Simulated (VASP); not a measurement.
# NdHf (P4/mmm) in VASP: relaxation of cell and atoms with PBE

Aim: the relaxation of cell and atoms of NdHf with PBE.

Everything below comes from runs of VASP 6.6.1. Logs are shortened: lines on timing, memory, paths and dates and some standing lists are left out, and cuts for length are marked.

## Step 1: The cell of the first run

Symmetry: P4/mmm, No. 123, tetragonal system. Conventional cell: a = 3.715 Å, b = 3.715 Å, c = 3.593 Å, α = 90.00°, β = 90.00°, γ = 90.00°. Nd (site symmetry 4/mmm) has 8 Hf at 3.18 Å and 6 Nd at 3.59 to 3.71 Å within 4.2 Å. Hf (site symmetry 4/mmm) has 8 Nd at 3.18 Å and 6 Hf at 3.59 to 3.71 Å within 4.2 Å.

The cell was generated, and may not be a known phase.

## Step 2: Relaxation of cell and atoms, PBE

Input file INCAR:

```
PREC = Accurate
ENCUT = 500
EDIFF = 1E-7
ISMEAR = 0
SIGMA = 0.2
LREAL = F
LASPH = T
NELM = 200
ALGO = Normal
ISIF = 3
LWAVE = F
LCHARG = F
GGA = PE
IBRION = 2
NSW = 36
EDIFFG = -0.08
GGA_COMPAT = F
NELMIN = 4
LMAXMIX = 6
```

Input file KPOINTS:

```
Automatic mesh
0
Gamma
  5 5 5
```

Input file POSCAR:

```
NdHf
1.0
    3.7146546700      0.0000000000      0.0000000000
    0.0000000000      3.7146546700      0.0000000000
    0.0000000000      0.0000000000      3.5925302900
Nd Hf
1 1
Direct
    0.0000000000      0.0000000000      0.0000000000
    0.5000000000      0.5000000000      0.5000000000
```

Potentials or basis: VASP PAW PBE potentials, release 64 (Nd_3, Hf_pv), 4f in core.

Command:

```sh
$ cat potpaw_PBE.64/Nd_3/POTCAR potpaw_PBE.64/Hf_pv/POTCAR > POTCAR
$ mpirun -np 1 vasp_std > vasp.out
```

OUTCAR:

```text
PREC = Accurate
   ENCUT = 500
   EDIFF = 1E-7
   ISMEAR = 0
   LREAL = F
   LASPH = T
   NELM = 200
   ISIF = 3
   GGA = PE
   IBRION = 2
   NSW = 36
   EDIFFG = -0.08
   NELMIN = 4

 ion  position               nearest neighbor table
   1  0.000  0.000  0.000-   2 3.18   2 3.18   2 3.18   2 3.18   2 3.18   2 3.18   2 3.18   2 3.18

   2  0.500  0.500  0.500-   1 3.18   1 3.18   1 3.18   1 3.18   1 3.18   1 3.18   1 3.18   1 3.18

  LATTYP: Found a simple tetragonal cell.
 ALAT       =     3.7146546700
 C/A-ratio  =     0.9671236250

  Lattice vectors:

 A1 = (   3.7146546700,   0.0000000000,   0.0000000000)
 A2 = (   0.0000000000,   3.7146546700,   0.0000000000)
 A3 = (   0.0000000000,   0.0000000000,   3.5925302900)

Analysis of symmetry for initial positions (statically):
=====================================================================
 Subroutine PRICEL returns:
 Original cell was already a primitive cell.

 Routine SETGRP: Setting up the symmetry group for a
 simple tetragonal supercell.

 Subroutine GETGRP returns: Found 16 space group operations
 (whereof 16 operations were pure point group operations)
 out of a pool of 16 trial point group operations.

The static configuration has the point symmetry D_4h.

Analysis of symmetry for dynamics (positions and initial velocities):
=====================================================================
 Subroutine PRICEL returns:
 Original cell was already a primitive cell.

 Routine SETGRP: Setting up the symmetry group for a
 simple tetragonal supercell.

 Subroutine GETGRP returns: Found 16 space group operations
 (whereof 16 operations were pure point group operations)
 out of a pool of 16 trial point group operations.

The dynamic configuration has the point symmetry D_4h.

 Subroutine INISYM returns: Found 16 space group operations
 (whereof 16 operations are pure point group operations),
 and found     1 'primitive' translations

----------------------------------------------------------------------------------------

                                     Primitive cell

  volume of cell :      49.5721

  direct lattice vectors                    reciprocal lattice vectors
     3.714654670  0.000000000  0.000000000     0.269204028  0.000000000  0.000000000
     0.000000000  3.714654670  0.000000000     0.000000000  0.269204028  0.000000000
     0.000000000  0.000000000  3.592530290     0.000000000  0.000000000  0.278355343

  length of vectors
     3.714654670  3.714654670  3.592530290     0.269204028  0.269204028  0.278355343

  position of ions in fractional coordinates (direct lattice)
     0.000000000  0.000000000  0.000000000
     0.500000000  0.500000000  0.500000000

  ion indices of the primitive-cell ions
   primitive index   ion index
                 1           1
                 2           2

----------------------------------------------------------------------------------------

 KPOINTS: Automatic mesh

Automatic generation of k-mesh.
 Grid dimensions read from file:
 generate k-points for:    5    5    5

 Generating k-lattice:

  Cartesian coordinates                     Fractional coordinates (reciprocal lattice)
     0.053840806  0.000000000  0.000000000     0.200000000  0.000000000  0.000000000
     0.000000000  0.053840806  0.000000000     0.000000000  0.200000000  0.000000000
     0.000000000  0.000000000  0.055671069     0.000000000  0.000000000  0.200000000

  Length of vectors
     0.053840806  0.053840806  0.055671069

  Shift w.r.t. Gamma in fractional coordinates (k-lattice)
     0.000000000  0.000000000  0.000000000

 Subroutine IBZKPT returns following result:
 ===========================================

 Found     18 irreducible k-points:

 Following reciprocal coordinates:
            Coordinates               Weight
  0.000000  0.000000  0.000000      1.000000
  0.200000  0.000000  0.000000      4.000000
  0.400000  0.000000  0.000000      4.000000
  0.200000  0.200000  0.000000      4.000000
  0.400000  0.200000  0.000000      8.000000
  0.400000  0.400000  0.000000      4.000000
[... 10 lines left out ...]
  0.400000  0.200000  0.400000     16.000000
  0.400000  0.400000  0.400000      8.000000
   k-points           NKPTS =     18   k-points in BZ     NKDIM =     18   number of bands    NBANDS=     14
   number of dos      NEDOS =    301   number of ions     NIONS =      2
   total plane-waves  NPLWV =  21952
   dimension x,y,z NGX =    28 NGY =   28 NGZ =   28
   dimension x,y,z NGXF=    56 NGYF=   56 NGZF=   56
   ions per type =               1   1
   NGX,Y,Z   is equivalent  to a cutoff of  12.53, 12.53, 12.96 a.u.
   NGXF,Y,Z  is equivalent  to a cutoff of  25.06, 25.06, 25.91 a.u.
 SYSTEM =  unknown system
   PREC   = accura    normal or accurate (medium, high low for compatibility)
   ISTART =      0    job   : 0-new  1-cont  2-samecut
   ICHARG =      2    charge: 1-file 2-atom 10-const
   ISPIN  =      1    spin polarized calculation?
   LNONCOLLINEAR =      F non collinear calculations
   LSORBIT =      F    spin-orbit coupling
   LASPH  =      T    aspherical Exc in radial PAW
   ENCUT  =  500.0 eV  36.75 Ry    6.06 a.u.   6.77  6.77  6.55*2*pi/ulx,y,z
   NELM   =    200;   NELMIN=  4; NELMDL= -5     # of ELM steps
   EDIFF  = 0.1E-06   stopping-criterion for ELM
   LREAL  =      F    real-space projection
   EDIFFG = -.8E-01   stopping-criterion for IOM
   NSW    =     36    number of steps for IOM
   IBRION =      2    ionic relax: 0-MD 1-quasi-New 2-CG
   NFREE  =      1    steps in history (QN), initial steepest desc. (CG)
   ISIF   =      3    stress and relaxation
   ISYM   =      2    0-nonsym 1-usesym 2-fastsym
   POTIM  = 0.5000    time-step for ionic-motion
   TEBEG  =    0.0;   TEEND  =   0.0 temperature during run
   PSTRESS=    0.0 pullay stress
   NELECT =      21.0000    total number of electrons
   NUPDOWN=      -1.0000    fix difference up-down
   EMIN   =  10.00;   EMAX   =-10.00  energy-range for DOS
   EFERMI =   0.00;   METHOD = LEGACY
   ISMEAR =     0;   SIGMA  =   0.20  broadening in eV -4-tet -1-fermi 0-gaus
   EFERMI_NEDOS =   21; number of points for ismear=-14 and -15
   IALGO  =     38    algorithm
   IMIX   =      4    mixing-type and parameters
     AMIX     =   0.40;   BMIX     =  1.00
     AMIX_MAG =   1.60;   BMIX_MAG =  1.00
  volume/ion in A,a.u.               =      24.79       167.26
  Fermi-wavevector in a.u.,A,eV,Ry     =   1.229520  2.323455 20.568181  1.511719
  Thomas-Fermi vector in A             =   2.364404
   LORBIT       =      0    0 simple, 1 ext, 2 COOP (PROOUT), +10 PAW based schemes
   GGA     = PE    functional components
   LHFCALC =     F    Hartree Fock is set to
   AEXX    =    0.0000 exact exchange contribution
   IVDW    =     0    specifies the selected vdW correction
   LEPSILON=     F    determine dielectric tensor
   LRPA    =     F    only Hartree local field effects (RPA)
 conjugate gradient relaxation of ions
 non-spin polarized calculation
 Gauss-broadening in eV      SIGMA  =   0.20
  energy-cutoff  :      500.00
  volume of cell :       49.57
 maximum number of plane-waves:      1269
 NGX is ok and might be reduce to    28
   NGX = 13   NGY = 13   NGZ = 13

--------------------------------------- Ionic step        1  -------------------------------------------

 number of electron      20.9999999 magnetization

 Free energy of the ion-electron system (eV)
  ---------------------------------------------------
  ext. energy  EPLUGINS =         0.00000000
  ---------------------------------------------------
  free energy    TOTEN  =       -13.81345321 eV

  energy without entropy =      -13.75127199  energy(sigma->0) =      -13.78236260

------------------------ aborting loop because EDIFF is reached ----------------------------------------

  FORCE on cell =-STRESS in cart. coord.  units (eV):
  Direction    XX          YY          ZZ          XY          YZ          ZX
  --------------------------------------------------------------------------------------
  -------------------------------------------------------------------------------------
  Total        2.1017676      2.1017676      2.2007177      0.0000000     -0.0000000      0.0000000
  in kB       67.9294256     67.9294256     71.1275081      0.0000000     -0.0000000      0.0000000
  external PRESSURE =      68.9954531 kB  Pullay stress =       0.0000000 kB

 VOLUME and BASIS-vectors are now :
 -----------------------------------------------------------------------------
  energy-cutoff  :      500.00
  volume of cell :       49.57
      direct lattice vectors                 reciprocal lattice vectors
     3.714654670  0.000000000  0.000000000     0.269204028  0.000000000  0.000000000
     0.000000000  3.714654670  0.000000000     0.000000000  0.269204028  0.000000000
     0.000000000  0.000000000  3.592530290     0.000000000  0.000000000  0.278355343
[... 37 lines left out ...]
 POSITION                                       TOTAL-FORCE (eV/Angst)
 -----------------------------------------------------------------------------------
      0.00000      0.00000      0.00000        -0.000000      0.000000      0.000000
      1.95149      1.95149      1.89162         0.000000     -0.000000      0.000000
 -----------------------------------------------------------------------------------
    total drift:                                0.000000      0.000000      0.000000

  FREE ENERGIE OF THE ION-ELECTRON SYSTEM (eV)
  ---------------------------------------------------
  free  energy   TOTEN  =       -13.8930611203 eV

  energy  without entropy=      -13.8318834515  energy(sigma->0) =      -13.86247229

--------------------------------------- Ionic step        3  -------------------------------------------

 number of electron      21.0000001 magnetization

 Free energy of the ion-electron system (eV)
  ---------------------------------------------------
  ext. energy  EPLUGINS =         0.00000000
  ---------------------------------------------------
  free energy    TOTEN  =       -13.91856615 eV

  energy without entropy =      -13.85830709  energy(sigma->0) =      -13.88843662

 E-fermi :   4.1958     XC(G=0): -10.5650

 val. band max:        4.1727859451   @ k =   0.2000   0.2000   0.4000
 cond. band min:       4.1967314268   @ k =   0.2000   0.2000   0.4000
 fundamental gap:      0.0239454817
 Fermi energy:         4.1958234826

 k-point     1 :       0.0000    0.0000    0.0000
  band No.  band energies     occupation
      1     -32.9934      2.00000
      2     -26.8582      2.00000
      3     -26.8582      2.00000
      4     -26.8303      2.00000
      5     -14.0383      2.00000
      6     -14.0383      2.00000
      7     -13.9829      2.00000
      8      -1.2970      2.00000
      9       1.7880      2.00000
     10       1.8663      2.00000
     11       5.2578      0.00000
     12       5.5704      0.00000
     13       5.5704      0.00000
     14       7.8632      0.00000

 k-point     2 :       0.2000    0.0000    0.0000
  band No.  band energies     occupation
      1     -32.9863      2.00000
      2     -26.8730      2.00000
      3     -26.8556      2.00000
      4     -26.8280      2.00000
      5     -14.2125      2.00000
      6     -14.0347      2.00000
      7     -13.9782      2.00000
      8      -0.6192      2.00000
      9       2.1969      2.00000
     10       2.2900      2.00000
[... 296 lines left out ...]
 POSITION                                       TOTAL-FORCE (eV/Angst)
 -----------------------------------------------------------------------------------
      0.00000      0.00000      0.00000        -0.000000      0.000000      0.000000
      1.91933      1.91933      1.85905         0.000000     -0.000000      0.000000
 -----------------------------------------------------------------------------------
    total drift:                                0.000000      0.000000      0.000000

  FREE ENERGIE OF THE ION-ELECTRON SYSTEM (eV)
  ---------------------------------------------------
  free  energy   TOTEN  =       -13.9185661504 eV

  energy  without entropy=      -13.8583070924  energy(sigma->0) =      -13.88843662

 reached required accuracy - stopping structural energy minimisation
```

It took 18 s on 1 thread of Intel Xeon 6975P-C (Granite Rapids), shared host; peak memory 0.17 GiB.

What came out:

| Property | Result |
| --- | --- |
| Free energy | -13.9186 eV |
| Relaxed volume | 27.39 Å³/atom |
| Relaxed cell | a = 3.839 Å, b = 3.839 Å, c = 3.718 Å, α = 90.00°, β = 90.00°, γ = 90.00° |
| Space group after relaxing (to 0.1 Å) | P4/mmm (No. 123) |
| Energy gained by relaxing | 52.6 meV/atom |
| Ionic steps | 3 |
| Pressure after relaxing | 0.0 GPa |
| Band gap on the k mesh | zero (an odd number of electrons rules out a gap without spin polarisation) |

The path:
| step | energy change (eV) | largest force (eV/Å) | pressure (GPa) | volume (Å³) |
| --- | --- | --- | --- | --- |
| 1 | 0.0000 | 0.0000 | 6.90 | 49.57 |
| 2 | -0.0796 | 0.0000 | -2.76 | 57.63 |
| 3 | -0.1051 | 0.0000 | 0.01 | 54.79 |

Final structure:
```yaml
crystal:
  lattice:
    - [3.83866, 0.00000, 0.00000]
    - [0.00000, 3.83866, 0.00000]
    - [0.00000, 0.00000, 3.71810]
  atoms:
    - { symbol: Nd, position: [0.00000, 0.00000, 0.00000] }
    - { symbol: Hf, position: [0.50000, 0.50000, 0.50000] }
```

Caveat: spin-orbit coupling is left out, which moves the levels of the heavy elements; the 4f electrons are frozen in the core, so they carry no moment and show no levels. Spin polarisation is off, so any magnetic state and its effect on volume and gap are missing.

The gap in the log of VASP goes by the Fermi energy; the results here count the filled bands.